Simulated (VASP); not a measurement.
# PbSe (Fm-3m) in VASP: notebook

PbSe is run at these levels: r2SCAN, PBE; tasks: single point.

Everything below comes from runs of VASP 6.6.1. Logs are shortened: lines on timing, memory, paths and dates and some standing lists are left out, and cuts for length are marked.

## Step 1: The cell of the first run

It takes space group Fm-3m (No. 225, cubic). Conventional cell: a = 6.299 Å, b = 6.299 Å, c = 6.299 Å, α = 90.00°, β = 90.00°, γ = 90.00°. Within 4.1 Å of Pb (site symmetry m-3m) lie 6 Se at 3.15 Å. Se (site symmetry m-3m) has 6 Pb at 3.15 Å within 4.1 Å.

## Step 2: Single point, r2SCAN (volume changed by +6%)

File POSCAR:

```
PbSe
1.0
    0.0000000000      3.1492803893      3.1492803893
    3.1492803893      0.0000000000      3.1492803893
    3.1492803893      3.1492803893      0.0000000000
Pb Se
1 1
Direct
    0.0000000000      0.0000000000      0.0000000000
    0.5000000000      0.5000000000      0.5000000000
```

File INCAR.step1:

```
SYSTEM = PbSe
PREC = Accurate
ENCUT = 520
ISMEAR = 0
SIGMA = 0.01
LREAL = .False.
LASPH = .True.
NELM = 60
NBANDS = 17
GGA = PE
ALGO = Normal
EDIFF = 1E-4
LWAVE = .True.
LCHARG = .False.
```

File INCAR.step2:

```
SYSTEM = PbSe
PREC = Accurate
ENCUT = 520
EDIFF = 1E-6
ISMEAR = 0
SIGMA = 0.01
LREAL = .False.
LASPH = .True.
NELM = 60
ALGO = Normal
ISIF = 2
LWAVE = .False.
LCHARG = .True.
METAGGA = R2SCAN
LMIXTAU = .True.
LELF = .True.
LVHAR = .True.
NBANDS = 17
ISTART = 1
```

File KPOINTS:

```
Automatic mesh
0
Gamma
  6 6 6
  0 0 0
```

Potentials or basis: VASP PAW PBE potentials, release 64 (Pb_d, Se).

Started as:

```
> cat potpaw_PBE.64/Pb_d/POTCAR potpaw_PBE.64/Se/POTCAR > POTCAR
> cp INCAR.step1 INCAR
> mpirun -np 1 vasp_std > vasp.out
> cp INCAR.step2 INCAR
> mpirun -np 1 vasp_std > vasp.out
```

OUTCAR:

```text
SYSTEM = PbSe
   PREC = Accurate
   ENCUT = 520
   EDIFF = 1E-6
   ISMEAR = 0
   LREAL = .False.
   LASPH = .True.
   NELM = 60
   ISIF = 2
   METAGGA = R2SCAN
   ISTART = 1

 ion  position               nearest neighbor table
   1  0.000  0.000  0.000-   2 3.15   2 3.15   2 3.15   2 3.15   2 3.15   2 3.15
   2  0.500  0.500  0.500-   1 3.15   1 3.15   1 3.15   1 3.15   1 3.15   1 3.15

  LATTYP: Found a face centered cubic cell.
 ALAT       =     6.2985607786

  Lattice vectors:

 A1 = (   0.0000000000,   3.1492803893,   3.1492803893)
 A2 = (   3.1492803893,   0.0000000000,   3.1492803893)
 A3 = (   3.1492803893,   3.1492803893,   0.0000000000)

Analysis of symmetry for initial positions (statically):
=====================================================================
 Subroutine PRICEL returns:
 Original cell was already a primitive cell.

 Routine SETGRP: Setting up the symmetry group for a
 face centered cubic supercell.

 Subroutine GETGRP returns: Found 48 space group operations
 (whereof 48 operations were pure point group operations)
 out of a pool of 48 trial point group operations.

The static configuration has the point symmetry O_h .

Analysis of symmetry for dynamics (positions and initial velocities):
=====================================================================
 Subroutine PRICEL returns:
 Original cell was already a primitive cell.

 Routine SETGRP: Setting up the symmetry group for a
 face centered cubic supercell.

 Subroutine GETGRP returns: Found 48 space group operations
 (whereof 48 operations were pure point group operations)
 out of a pool of 48 trial point group operations.

The dynamic configuration has the point symmetry O_h .

 Subroutine INISYM returns: Found 48 space group operations
 (whereof 48 operations are pure point group operations),
 and found     1 'primitive' translations

----------------------------------------------------------------------------------------

                                     Primitive cell

  volume of cell :      62.4689

  direct lattice vectors                    reciprocal lattice vectors
     0.000000000  3.149280389  3.149280389    -0.158766429  0.158766429  0.158766429
     3.149280389  0.000000000  3.149280389     0.158766429 -0.158766429  0.158766429
     3.149280389  3.149280389  0.000000000     0.158766429  0.158766429 -0.158766429

  length of vectors
     4.453755038  4.453755038  4.453755038     0.274991521  0.274991521  0.274991521

  position of ions in fractional coordinates (direct lattice)
[... 64 lines left out ...]
   ISPIN  =      1    spin polarized calculation?
   LNONCOLLINEAR =      F non collinear calculations
   LSORBIT =      F    spin-orbit coupling
   LASPH  =      T    aspherical Exc in radial PAW
   ENCUT  =  520.0 eV  38.22 Ry    6.18 a.u.   8.28  8.28  8.28*2*pi/ulx,y,z
   NELM   =     60;   NELMIN=  2; NELMDL=  0     # of ELM steps
   EDIFF  = 0.1E-05   stopping-criterion for ELM
   LREAL  =      F    real-space projection
[... 7 lines left out ...]
   TEBEG  =    0.0;   TEEND  =   0.0 temperature during run
   PSTRESS=    0.0 pullay stress
   NELECT =      20.0000    total number of electrons
   NUPDOWN=      -1.0000    fix difference up-down
   EMIN   =  10.00;   EMAX   =-10.00  energy-range for DOS
   EFERMI =   0.00;   METHOD = LEGACY
   ISMEAR =     0;   SIGMA  =   0.01  broadening in eV -4-tet -1-fermi 0-gaus
   EFERMI_NEDOS =   21; number of points for ismear=-14 and -15
   IALGO  =     38    algorithm
   IMIX   =      4    mixing-type and parameters
     AMIX     =   0.40;   BMIX     =  1.00
     AMIX_MAG =   1.60;   BMIX_MAG =  1.00
  volume/ion in A,a.u.               =      31.23       210.78
  Fermi-wavevector in a.u.,A,eV,Ry     =   1.119945  2.116390 17.065483  1.254278
  Thomas-Fermi vector in A             =   2.256588
   LORBIT       =      0    0 simple, 1 ext, 2 COOP (PROOUT), +10 PAW based schemes
   METAGGA = R2SCAN    functional components
   LHFCALC =     F    Hartree Fock is set to
   AEXX    =    0.0000 exact exchange contribution
   IVDW    =     0    specifies the selected vdW correction
   LEPSILON=     F    determine dielectric tensor
   LRPA    =     F    only Hartree local field effects (RPA)
 non-spin polarized calculation
 Gauss-broadening in eV      SIGMA  =   0.01
  energy-cutoff  :      520.00
  volume of cell :       62.47
 maximum number of plane-waves:      1700
 NGX is ok and might be reduce to    36
   NGX = 17   NGY = 17   NGZ = 17

 number of electron      19.9999998 magnetization

 Free energy of the ion-electron system (eV)
  ---------------------------------------------------
  ext. energy  EPLUGINS =         0.00000000
  ---------------------------------------------------
  free energy    TOTEN  =       -71.91117979 eV

  energy without entropy =      -71.91117979  energy(sigma->0) =      -71.91117979

 E-fermi :   3.8983     XC(G=0):  -9.6505

 val. band max:        3.8231491085   @ k =   0.5000   0.0000   0.0000
 cond. band min:       4.6634493109   @ k =   0.5000   0.0000   0.0000
 fundamental gap:      0.8403002024
 Fermi energy:         3.8983442896

 k-point     1 :       0.0000    0.0000    0.0000
  band No.  band energies     occupation
      1     -13.4622      2.00000
      2     -13.4622      2.00000
      3     -13.4622      2.00000
      4     -13.4544      2.00000
      5     -13.4544      2.00000
      6      -9.5462      2.00000
[... 297 lines left out ...]
      4     -13.4420      2.00000
      5     -13.4307      2.00000
      6      -8.3392      2.00000
[... 9 lines left out ...]
     16      15.8390      0.00000
     17      17.0239      0.00000

------------------------ aborting loop because EDIFF is reached ----------------------------------------

  FORCE on cell =-STRESS in cart. coord.  units (eV):
  Direction    XX          YY          ZZ          XY          YZ          ZX
  --------------------------------------------------------------------------------------
  -------------------------------------------------------------------------------------
  Total       -1.0377465     -1.0377465     -1.0377465     -0.0000000      0.0000000     -0.0000000
  in kB      -26.6156985    -26.6156985    -26.6156985     -0.0000000      0.0000000     -0.0000000
  external PRESSURE =     -26.6156985 kB  Pullay stress =       0.0000000 kB

 VOLUME and BASIS-vectors are now :
 -----------------------------------------------------------------------------
  energy-cutoff  :      520.00
  volume of cell :       62.47
      direct lattice vectors                 reciprocal lattice vectors
     0.000000000  3.149280389  3.149280389    -0.158766429  0.158766429  0.158766429
     3.149280389  0.000000000  3.149280389     0.158766429 -0.158766429  0.158766429
     3.149280389  3.149280389  0.000000000     0.158766429  0.158766429 -0.158766429

 POSITION                                       TOTAL-FORCE (eV/Angst)
 -----------------------------------------------------------------------------------
      0.00000      0.00000      0.00000        -0.000000     -0.000000     -0.000000
      3.14928      3.14928      3.14928         0.000000      0.000000      0.000000
 -----------------------------------------------------------------------------------
    total drift:                               -0.000000      0.000000      0.000000

  FREE ENERGIE OF THE ION-ELECTRON SYSTEM (eV)
  ---------------------------------------------------
  free  energy   TOTEN  =       -71.9111797922 eV

  energy  without entropy=      -71.9111797922  energy(sigma->0) =      -71.91117979
```

OUTCAR.step1:

```text
SYSTEM = PbSe
   PREC = Accurate
   ENCUT = 520
   ISMEAR = 0
   LREAL = .False.
   LASPH = .True.
[... 531 lines left out ...]
      0.00000      0.00000      0.00000         0.000000      0.000000      0.000000
      3.14928      3.14928      3.14928        -0.000000      0.000000     -0.000000
 -----------------------------------------------------------------------------------
    total drift:                               -0.000000      0.000000      0.000000

  FREE ENERGIE OF THE ION-ELECTRON SYSTEM (eV)
  ---------------------------------------------------
  free  energy   TOTEN  =        -8.1882010323 eV

  energy  without entropy=       -8.1882010323  energy(sigma->0) =       -8.18820103
```

OSZICAR.step1:

```text
N       E                     dE             d eps       ncg     rms          rms(c)
DAV:   1     0.157995967956E+03    0.15800E+03   -0.94315E+03   544   0.118E+03
DAV:   2     0.348246174865E+01   -0.15451E+03   -0.14837E+03   586   0.294E+02
DAV:   3    -0.821079320907E+01   -0.11693E+02   -0.11615E+02   669   0.877E+01
DAV:   4    -0.852927638359E+01   -0.31848E+00   -0.31829E+00   701   0.165E+01
DAV:   5    -0.853983401756E+01   -0.10558E-01   -0.10557E-01   743   0.293E+00    0.269E+00
DAV:   6    -0.818823739918E+01    0.35160E+00   -0.92694E-01   790   0.594E+00    0.141E+00
DAV:   7    -0.818486721794E+01    0.33702E-02   -0.12950E-01   668   0.164E+00    0.829E-01
DAV:   8    -0.818878735904E+01   -0.39201E-02   -0.16065E-02   608   0.128E+00    0.213E-01
DAV:   9    -0.818808084028E+01    0.70652E-03   -0.34967E-03   802   0.497E-01    0.701E-02
DAV:  10    -0.818819311064E+01   -0.11227E-03   -0.26695E-04   585   0.960E-02    0.246E-02
DAV:  11    -0.818820103232E+01   -0.79217E-05   -0.45709E-05   433   0.695E-02
   1 F= -.81882010E+01 E0= -.81882010E+01  d E =-.396941E-14
```

Wall time 55 s (1 thread of AMD EPYC 9R45 (Zen 5), shared host); peak memory 0.19 GiB.

What came out:

- Free energy: -71.9112 eV
- Pressure: -2.7 GPa
- Band gap on the k mesh: 0.84 eV, direct

Caveat: the cell differs from its parent crystal (volume changed by +6%); the PAW data sets were made with another functional, which shifts forces and pressure a little; spin-orbit coupling is left out, which moves the levels of the heavy elements. A k mesh can miss the band edges.

## Step 3: Single point, PBE

This run uses another cell than the first one, of 29.47 Å³/atom, 0.943 times its volume.

File INCAR:

```
PREC     = Accurate       # precision mode
ENCUT    = 520            # plane-wave cutoff, eV
EDIFF    = 1E-7           # SCF threshold, eV
ISMEAR   = 0              # smearing method
SIGMA    = 0.01           # smearing width, eV
LREAL    = F              # projectors in reciprocal space
LASPH    = T              # aspherical terms in the spheres
NELM     = 80             # most SCF steps
ALGO     = Normal         # electronic algorithm
ISIF     = 2              # what is computed and relaxed
LWAVE    = F              # write WAVECAR
LCHARG   = F              # write CHGCAR
GGA      = PE             # functional
NBANDS   = 17             # bands
```

File KPOINTS:

```
Automatic mesh
0
Gamma
  8 8 8
```

File POSCAR:

```
PbSe
1.0
    0.0000000000      3.0887022211      3.0887022211
    3.0887022211      0.0000000000      3.0887022211
    3.0887022211      3.0887022211      0.0000000000
Pb Se
1 1
Direct
    0.0000000000      0.0000000000      0.0000000000
    0.5000000000      0.5000000000      0.5000000000
```

Potentials or basis: VASP PAW PBE potentials, release 64 (Pb_d, Se).

Started as:

```
> cat potpaw_PBE.64/Pb_d/POTCAR potpaw_PBE.64/Se/POTCAR > POTCAR
> mpirun -np 1 vasp_std > vasp.out
```

Wall time 13 s (1 thread of AMD EPYC 9R45 (Zen 5), shared host); peak memory 0.16 GiB.

Results (log left out):

```
Free energy            : -8.1952 eV
Pressure               : 0.9 GPa
Band gap on the k mesh : 0.38 eV, direct
```

Levels at points of the mesh, in eV from the valence-band top:
| k point | band 7 | band 8 | band 9 | band 10 | band 11 | band 12 | band 13 | band 14 |
| --- | --- | --- | --- | --- | --- | --- | --- | --- |
| (0.00, 0.00, 0.00) | -6.33 | -1.73 | -1.73 | -1.73 | 4.67 | 4.67 | 4.67 | 6.60 |
| (0.50, 0.00, 0.00) | -8.63 | -1.35 | -1.35 | 0.00 | 0.38 | 1.78 | 1.78 | 8.54 |
| (0.50, 0.50, 0.00) | -7.32 | -4.74 | -3.04 | -3.04 | 3.83 | 5.53 | 5.53 | 5.95 |

Caveat: spin-orbit coupling is left out, which moves the levels of the heavy elements. A k mesh can miss the band edges.

## Step 4: Single point, r2SCAN

This run uses another cell than the first one, of 29.47 Å³/atom, 0.943 times its volume.

POSCAR is that of step 3.

File INCAR.step1:

```
ALGO     = Normal         # electronic algorithm
EDIFF    = 1E-4           # SCF threshold, eV
ENCUT    = 520            # plane-wave cutoff, eV
GGA      = PE             # functional
ISMEAR   = 0              # smearing method
LASPH    = True           # aspherical terms in the spheres
LCHARG   = False          # write CHGCAR
LREAL    = False          # projectors in reciprocal space
LWAVE    = True           # write WAVECAR
NBANDS   = 17             # bands
NELM     = 60             # most SCF steps
PREC     = Accurate       # precision mode
SIGMA    = 0.01           # smearing width, eV
```

File INCAR.step2:

```
ALGO     = Normal         # electronic algorithm
EDIFF    = 1E-6           # SCF threshold, eV
ENCUT    = 520            # plane-wave cutoff, eV
ISIF     = 2              # what is computed and relaxed
ISMEAR   = 0              # smearing method
ISTART   = 1            
LASPH    = True           # aspherical terms in the spheres
LCHARG   = False          # write CHGCAR
LMIXTAU  = True         
LREAL    = False          # projectors in reciprocal space
LWAVE    = False          # write WAVECAR
METAGGA  = R2SCAN         # meta-GGA
NBANDS   = 17             # bands
NELM     = 60             # most SCF steps
PREC     = Accurate       # precision mode
SIGMA    = 0.01           # smearing width, eV
```

File KPOINTS:

```
k-points
0
Gamma
  8 8 8
```

Potentials or basis: VASP PAW PBE potentials, release 64 (Pb_d, Se).

Started as:

```
> cat potpaw_PBE.64/Pb_d/POTCAR potpaw_PBE.64/Se/POTCAR > POTCAR
> cp INCAR.step1 INCAR
> mpirun -np 1 vasp_std > vasp.out
> cp INCAR.step2 INCAR
> mpirun -np 1 vasp_std > vasp.out
```

OUTCAR:

```text
EDIFF = 1E-6
   ENCUT = 520
   ISIF = 2
   ISMEAR = 0
   ISTART = 1
   LASPH = True
   LREAL = False
   METAGGA = R2SCAN
   NELM = 60
   PREC = Accurate

 ion  position               nearest neighbor table
   1  0.000  0.000  0.000-   2 3.09   2 3.09   2 3.09   2 3.09   2 3.09   2 3.09
   2  0.500  0.500  0.500-   1 3.09   1 3.09   1 3.09   1 3.09   1 3.09   1 3.09

  LATTYP: Found a face centered cubic cell.
 ALAT       =     6.1774044422

  Lattice vectors:

 A1 = (   0.0000000000,   3.0887022211,   3.0887022211)
[... 649 lines left out ...]
      4     -12.8272      2.00000
      5     -12.8139      2.00000
      6      -8.1108      2.00000
[... 9 lines left out ...]
     16      15.9535      0.00000
     17      16.1278      0.00000

 [... further k-points ...]
[... 5 lines left out ...]
  --------------------------------------------------------------------------------------
  -------------------------------------------------------------------------------------
  Total        0.0081775      0.0081775      0.0081775      0.0000000     -0.0000000     -0.0000000
  in kB        0.2223179      0.2223179      0.2223179      0.0000000     -0.0000000     -0.0000000
  external PRESSURE =       0.2223179 kB  Pullay stress =       0.0000000 kB

 VOLUME and BASIS-vectors are now :
 -----------------------------------------------------------------------------
  energy-cutoff  :      520.00
  volume of cell :       58.93
      direct lattice vectors                 reciprocal lattice vectors
     0.000000000  3.088702221  3.088702221    -0.161880286  0.161880286  0.161880286
     3.088702221  0.000000000  3.088702221     0.161880286 -0.161880286  0.161880286
     3.088702221  3.088702221  0.000000000     0.161880286  0.161880286 -0.161880286

 POSITION                                       TOTAL-FORCE (eV/Angst)
 -----------------------------------------------------------------------------------
      0.00000      0.00000      0.00000        -0.000000      0.000000     -0.000000
      3.08870      3.08870      3.08870         0.000000     -0.000000      0.000000
 -----------------------------------------------------------------------------------
    total drift:                                0.000000     -0.000000     -0.000000

  FREE ENERGIE OF THE ION-ELECTRON SYSTEM (eV)
  ---------------------------------------------------
  free  energy   TOTEN  =       -71.9393713337 eV

  energy  without entropy=      -71.9393713337  energy(sigma->0) =      -71.93937133
```

OUTCAR.step1:

```text
EDIFF = 1E-4
   ENCUT = 520
   GGA = PE
   ISMEAR = 0
   LASPH = True
[... 700 lines left out ...]
 -----------------------------------------------------------------------------------
      0.00000      0.00000      0.00000        -0.000000     -0.000000     -0.000000
      3.08870      3.08870      3.08870         0.000000      0.000000      0.000000
 -----------------------------------------------------------------------------------
    total drift:                                0.000000     -0.000000     -0.000000

  FREE ENERGIE OF THE ION-ELECTRON SYSTEM (eV)
  ---------------------------------------------------
  free  energy   TOTEN  =        -8.1951924443 eV

  energy  without entropy=       -8.1951924443  energy(sigma->0) =       -8.19519244
```

OSZICAR.step1:

```text
N       E                     dE             d eps       ncg     rms          rms(c)
DAV:   1     0.156848720551E+03    0.15685E+03   -0.94805E+03   986   0.119E+03
DAV:   2     0.333156881343E+01   -0.15352E+03   -0.14826E+03  1036   0.304E+02
DAV:   3    -0.820869416772E+01   -0.11540E+02   -0.11419E+02  1322   0.899E+01
DAV:   4    -0.849318222469E+01   -0.28449E+00   -0.28406E+00  1170   0.154E+01
DAV:   5    -0.850238678156E+01   -0.92046E-02   -0.92036E-02  1369   0.279E+00    0.273E+00
DAV:   6    -0.819627790591E+01    0.30611E+00   -0.77119E-01  1453   0.580E+00    0.151E+00
DAV:   7    -0.819200124756E+01    0.42767E-02   -0.12505E-01  1169   0.167E+00    0.844E-01
DAV:   8    -0.819563934791E+01   -0.36381E-02   -0.13914E-02  1182   0.125E+00    0.181E-01
DAV:   9    -0.819511425228E+01    0.52510E-03   -0.30037E-03  1482   0.514E-01    0.550E-02
DAV:  10    -0.819519244426E+01   -0.78192E-04   -0.23297E-04  1135   0.863E-02
   1 F= -.81951924E+01 E0= -.81951924E+01  d E =-.138871E-37
```

It took 48 s on 1 thread of AMD EPYC 9R45 (Zen 5), shared host; peak memory 0.17 GiB.

What came out:

```
Free energy            : -71.9394 eV
Pressure               : 0.0 GPa
Band gap on the k mesh : 0.67 eV, direct
```

Caveat: the PAW data sets were made with another functional, which shifts forces and pressure a little; spin-orbit coupling is left out, which moves the levels of the heavy elements.

## Step 5: Summary

| level | cell | k mesh | gap on the mesh (eV) | pressure (GPa) |
| --- | --- | --- | --- | --- |
| r2SCAN | a = 4.454 Å, angles 60.0°, 2 atoms | 6 × 6 × 6 | 0.84 | -2.7 |
| PBE | a = 4.368 Å, angles 60.0°, 2 atoms | 8 × 8 × 8 | 0.38 | 0.9 |
| r2SCAN | a = 4.368 Å, angles 60.0°, 2 atoms | 8 × 8 × 8 | 0.67 | 0.0 |

Alike in all rows: task single point; potentials or basis VASP PAW PBE potentials, release 64 (Pb_d, Se); no spin polarisation; cutoff (eV) 520; smearing gaussian 0.01 eV.

Caveats: spin-orbit coupling is left out, which moves the levels of the heavy elements; the PAW data sets were made with another functional, which shifts forces and pressure a little (some runs).

Total energies depend on the potentials used, so only differences within one code and one set of settings carry meaning.
